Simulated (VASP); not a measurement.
# Ni5Pt7Au8 in VASP: further runs, part 2 of 3

VASP 6.6.1. Earlier steps stand in the parts before.

## 4. Single point, PBE

File INCAR:

```
SYSTEM = Ni5Pt7Au8
  PREC = Accurate
  ENCUT = 400
  EDIFF = 1E-6
  ISMEAR = -1
  SIGMA = 0.05
  LREAL = Auto
  LASPH = .True.
  NELM = 120
  ALGO = Normal
  ISIF = 2
  LWAVE = .False.
  LCHARG = .False.
  GGA = PE
  ISYM = -1
  NBANDS = 120
  GGA_COMPAT = .False.
```

File KPOINTS:

```
explicit points
1
Reciprocal
  0.25000000   0.25000000   0.25000000 1
```

File POSCAR:

```
Ni5Pt7Au8
1.0
    6.7224710000      0.0307370000     -0.2565140000
    0.0307370000      6.8221740000      0.0288080000
   -0.2565140000      0.0288080000      6.8536550000
Au Pt Ni
8 7 5
Direct
    0.1980471294      0.5833106825      0.4494464409
    0.8121689393      0.5660422574      0.2566159455
    0.2342510645      0.1327981619      0.1160669786
    0.4986990899      0.8504933743      0.2568974197
    0.8401119329      0.8059575013      0.9349892063
    0.9669482804      0.2512221297      0.4593456432
    0.8358613312      0.8864004298      0.5063928240
    0.3620974590      0.7315784372      0.8568389795
    0.7181334089      0.4074189523      0.9151190639
    0.2743493717      0.3515316783      0.7605889894
    0.4382629099      0.4653157537      0.1753358983
    0.5951714802      0.5605534859      0.5704941950
    0.2622394887      0.9876686728      0.5593586694
    0.5590033333      0.0725959064      0.8582341595
    0.5706433188      0.2083350116      0.4532920442
    0.9692432496      0.1351967482      0.8279516134
    0.0718715735      0.4687141574      0.0346898622
    0.9660168301      0.5516482632      0.7094939792
    0.7983769625      0.1193624663      0.1501587509
    0.1142440115      0.8172209126      0.1874555530
```

Potentials or basis: VASP PAW PBE potentials, release 64 (Au, Pt, Ni).

Launch:

```console
cat potpaw_PBE.64/Au/POTCAR potpaw_PBE.64/Pt/POTCAR potpaw_PBE.64/Ni/POTCAR > POTCAR
mpirun -np 1 vasp_std > vasp.out
```

OUTCAR:

```text
SYSTEM = Ni5Pt7Au8
   PREC = Accurate
   ENCUT = 400
   EDIFF = 1E-6
   ISMEAR = -1
   LREAL = Auto
   LASPH = .True.
   NELM = 120
   ISIF = 2
   GGA = PE
   ISYM = -1

 ion  position               nearest neighbor table
   1  0.198  0.583  0.449-  20 2.42  18 2.47  10 2.66  11 2.69  12 2.74   6 2.76   2 2.83  13 2.89
                            17 3.02   4 3.10   8 3.11   7 3.23
   2  0.812  0.566  0.257-  17 2.49   9 2.62  11 2.63  12 2.69   6 2.71  20 2.74   5 2.75   7 2.79
                             1 2.83   4 2.85  19 3.14  18 3.20  15 3.28
   3  0.234  0.133  0.116-  20 2.37  16 2.56  17 2.57  11 2.68   4 2.73  10 2.88  14 2.94  19 2.96
[... 309 lines left out ...]
  in kB       61.5290231    103.4503105     33.0104192     20.0578202     -3.4616888     29.4724934
  external PRESSURE =      65.9965843 kB  Pullay stress =       0.0000000 kB

 VOLUME and BASIS-vectors are now :
 -----------------------------------------------------------------------------
  energy-cutoff  :      400.00
  volume of cell :      313.86
      direct lattice vectors                 reciprocal lattice vectors
     6.722471000  0.030737000 -0.256514000     0.148970865 -0.000694738  0.005578502
     0.030737000  6.822174000  0.028808000    -0.000694738  0.146586682 -0.000642151
    -0.256514000  0.028808000  6.853655000     0.005578502 -0.000642151  0.146119036

 POSITION                                       TOTAL-FORCE (eV/Angst)
 -----------------------------------------------------------------------------------
      1.23401      3.99848      3.04635         0.349460      0.374337      0.016518
      5.41135      3.89400      1.56673         0.660006      0.116634      0.923277
      1.54905      0.91652      0.73922         0.374014      0.723194      0.015165
      3.31273      5.82494      1.65726         0.110399      0.553340     -0.227326
      5.43256      5.55114      6.21581        -0.286897     -0.282122     -0.792797
      6.39017      1.75684      2.90740         0.944337      0.084176      0.234625
[... 12 lines left out ...]
      5.33222      0.84318      0.82778        -0.020871     -0.110340      0.236548
      0.74504      5.58413      1.27899        -0.216701     -0.513293      0.411488
 -----------------------------------------------------------------------------------
    total drift:                               -0.008349      0.000705      0.004101

  FREE ENERGIE OF THE ION-ELECTRON SYSTEM (eV)
  ---------------------------------------------------
  free  energy   TOTEN  =       -91.5003808657 eV

  energy  without entropy=      -91.1701504228  energy(sigma->0) =      -91.33526564
```

OSZICAR:

```text
N       E                     dE             d eps       ncg     rms          rms(c)
DAV:   1     0.180100457614E+04    0.18010E+04   -0.82300E+04   240   0.157E+03
DAV:   2     0.115001040464E+03   -0.16860E+04   -0.15914E+04   248   0.416E+02
DAV:   3    -0.875912098468E+02   -0.20259E+03   -0.17400E+03   256   0.145E+02
[... 19 lines left out ...]
DAV:  23    -0.915004346241E+02    0.28934E-03   -0.37473E-04   360   0.170E-01    0.125E-01
DAV:  24    -0.915003874847E+02    0.47139E-04   -0.10711E-04   344   0.806E-02    0.507E-02
DAV:  25    -0.915003867023E+02    0.78239E-06   -0.23481E-05   280   0.340E-02    0.420E-02
DAV:  26    -0.915003816149E+02    0.50874E-05   -0.66569E-06   184   0.247E-02    0.148E-02
DAV:  27    -0.915003808657E+02    0.74921E-06   -0.19979E-06   120   0.110E-02
   1 F= -.91500381E+02 E0= -.91335266E+02  d E =-.330230E+00
```

stdout:

```text
POSCAR found type information on POSCAR AuPtNi
 POSCAR found :  3 types and      20 ions
 scaLAPACK will be used
 LDA part: xc-table for (Slater+PW92), standard interpolation
 POSCAR, INCAR and KPOINTS ok, starting setup
 FFT: planning ... GRIDC
 FFT: planning ... GRID_SOFT
 FFT: planning ... GRID
 WAVECAR not read
 entering main loop
```

It took 2.3 min on 1 thread of AMD EPYC 9R45 (Zen 5), shared host; peak memory 0.3 GiB.

Results:

* Free energy: -91.5004 eV
* Pressure: 6.6 GPa
* Largest force: 1.567 eV/Å

Forces in eV/Å, atoms in the order of the input:
```
Au   0.349  0.374  0.017
Au   0.660  0.117  0.923
Au   0.374  0.723  0.015
Au   0.110  0.553 -0.227
Au  -0.287 -0.282 -0.793
Au   0.944  0.084  0.235
Au   0.683 -0.116  0.812
Au  -0.255 -0.442  0.347
Pt  -0.936  0.370 -0.777
Pt   1.080 -1.011  0.516
Pt  -0.630  0.050 -0.769
Pt  -0.222  0.904  0.753
Pt  -0.063  0.044 -0.167
Pt  -0.564 -0.097 -0.819
Pt  -1.019 -0.991  0.024
Ni   0.128  0.089 -0.487
Ni   0.500  0.196  0.343
Ni  -0.616  0.058 -0.593
Ni  -0.021 -0.110  0.237
Ni  -0.217 -0.513  0.411
```

Stress tensor (GPa, compression positive):
```
 6.15  2.01  2.95
 2.01 10.35 -0.35
 2.95 -0.35  3.30
```

Levels at points of the mesh, in eV from the Fermi level:
| k point | band 103 | band 104 | band 105 | band 106 | band 107 | band 108 |
| --- | --- | --- | --- | --- | --- | --- |
| (0.25, 0.25, 0.25) | -0.07 | -0.02 | 0.00 | 0.08 | 0.13 | 0.64 |

Caveat: the atoms stand as in a frame of molecular dynamics; spin-orbit coupling is left out, which moves the levels of the heavy elements. Spin polarisation is off, so any magnetic state and its effect on volume and gap are missing.

## 5. Single point, PBE

File INCAR:

```
SYSTEM = Ni5Pt7Au8
PREC = Accurate ; ENCUT = 400
EDIFF = 1E-6 ; ISMEAR = -1
SIGMA = 0.05 ; LREAL = Auto
LASPH = .True. ; NELM = 120
ALGO = Normal ; ISIF = 2
LWAVE = .False. ; LCHARG = .False.
GGA = PE ; ISYM = -1
NBANDS = 120 ; GGA_COMPAT = .False.
```

KPOINTS is that of step 4.

File POSCAR:

```
Ni5Pt7Au8
1.0
    6.7224710000      0.0307370000     -0.2565140000
    0.0307370000      6.8221740000      0.0288080000
   -0.2565140000      0.0288080000      6.8536550000
Au Pt Ni
8 7 5
Direct
    0.2086058066      0.5723838716      0.4509065711
    0.8271508388      0.5580248278      0.2625101776
    0.2391925652      0.1244368056      0.0948833092
    0.5153729303      0.8499025143      0.2640636828
    0.8203814428      0.8053362846      0.9249400791
    0.9715241518      0.2510224962      0.4591820117
    0.8472501848      0.8858411765      0.5242789754
    0.3629200678      0.7336221440      0.8517428863
    0.7233521364      0.4076822800      0.9039806408
    0.2816286662      0.3337387205      0.7650290758
    0.4362499116      0.4712585845      0.1663747581
    0.6036314545      0.5773884778      0.5832240624
    0.2507754530      0.9863060195      0.5347692451
    0.5491377649      0.0885119730      0.8351524364
    0.5570513052      0.2143799985      0.4487733333
    0.9712557891      0.1428133067      0.8005860438
    0.0841188639      0.4714837630      0.0253460616
    0.9685350330      0.5403989276      0.6779236748
    0.7898329628      0.1089115417      0.1522638197
    0.0914448736      0.8195433807      0.2007329643
```

Potentials or basis: VASP PAW PBE potentials, release 64 (Au, Pt, Ni).

Launch:

```console
cat potpaw_PBE.64/Au/POTCAR potpaw_PBE.64/Pt/POTCAR potpaw_PBE.64/Ni/POTCAR > POTCAR
mpirun -np 1 vasp_std > vasp.out
```

OUTCAR:

```text
SYSTEM = Ni5Pt7Au8
   PREC = Accurate
   ENCUT = 400
   EDIFF = 1E-6
   ISMEAR = -1
   LREAL = Auto
   LASPH = .True.
   NELM = 120
   ISIF = 2
   GGA = PE
   ISYM = -1

 ion  position               nearest neighbor table
   1  0.209  0.572  0.451-  18 2.34  20 2.48  11 2.66  10 2.70   6 2.73  12 2.74   2 2.79  13 2.90
                            17 3.06   8 3.08   4 3.15   7 3.29  15 3.37
   2  0.827  0.558  0.263-  17 2.53  20 2.58   6 2.62   9 2.72  11 2.73  12 2.76   1 2.79   5 2.85
                             7 2.88   4 2.88  18 2.94  19 3.17  15 3.29
   3  0.239  0.124  0.095-  20 2.44  16 2.60  17 2.60  10 2.70  11 2.75   4 2.81  14 2.85  19 3.08
[... 309 lines left out ...]
  in kB       67.8052615     97.3198787     41.8689726      8.3071574    -18.1981132     21.1359952
  external PRESSURE =      68.9980376 kB  Pullay stress =       0.0000000 kB

 VOLUME and BASIS-vectors are now :
 -----------------------------------------------------------------------------
  energy-cutoff  :      400.00
  volume of cell :      313.86
      direct lattice vectors                 reciprocal lattice vectors
     6.722471000  0.030737000 -0.256514000     0.148970865 -0.000694738  0.005578502
     0.030737000  6.822174000  0.028808000    -0.000694738  0.146586682 -0.000642151
    -0.256514000  0.028808000  6.853655000     0.005578502 -0.000642151  0.146119036

 POSITION                                       TOTAL-FORCE (eV/Angst)
 -----------------------------------------------------------------------------------
      1.30428      3.92430      3.05334         1.517263      0.724397     -0.787036
      5.51031      3.83993      1.60305        -0.544921      0.077971     -0.037344
      1.58745      0.85902      0.59253         0.046447     -0.027853      0.666652
      3.42297      5.82163      1.70208        -0.465552      0.358753     -0.543787
      5.30248      5.54601      6.15198         0.486189     -0.366942     -0.333709
      6.42097      1.75561      2.90510        -0.130255     -0.437101     -1.232328
[... 12 lines left out ...]
      5.27392      0.77168      0.84410        -0.041454      0.333470     -0.115871
      0.58844      5.59966      1.37591         0.203258      0.130358      0.244123
 -----------------------------------------------------------------------------------
    total drift:                                0.009023     -0.003958     -0.007085

  FREE ENERGIE OF THE ION-ELECTRON SYSTEM (eV)
  ---------------------------------------------------
  free  energy   TOTEN  =       -91.4201753730 eV

  energy  without entropy=      -91.1114502691  energy(sigma->0) =      -91.26581282
```

Wall time 2.2 min (1 thread of AMD EPYC 9R45 (Zen 5), shared host); peak memory 0.3 GiB.

What came out:

```
Free energy   : -91.4202 eV
Pressure      : 6.9 GPa
Largest force : 2.507 eV/Å
```

Forces on the atoms (eV/Å):
```
Au   1.517  0.724 -0.787
Au  -0.545  0.078 -0.037
Au   0.046 -0.028  0.667
Au  -0.466  0.359 -0.544
Au   0.486 -0.367 -0.334
Au  -0.130 -0.437 -1.232
Au   0.195  0.219  0.084
Au  -0.490 -0.250  0.377
Pt  -0.081  0.241  0.824
Pt  -0.187  1.522 -0.661
Pt   0.363 -0.072 -0.610
Pt  -0.845  0.406 -0.696
Pt   0.721 -0.477  0.175
Pt   1.302 -2.135 -0.178
Pt  -0.373 -0.264 -0.074
Ni  -0.352 -0.726  1.026
Ni  -0.487  0.422  0.113
Ni  -0.837  0.322  1.759
Ni  -0.041  0.333 -0.116
Ni   0.203  0.130  0.244
```

Stress tensor (GPa, compression positive):
```
 6.78  0.83  2.11
 0.83  9.73 -1.82
 2.11 -1.82  4.19
```

Caveat: the atoms stand as in a frame of molecular dynamics; spin-orbit coupling is left out, which moves the levels of the heavy elements. Spin polarisation is off, so any magnetic state and its effect on volume and gap are missing.

[end of part 2 of 3]
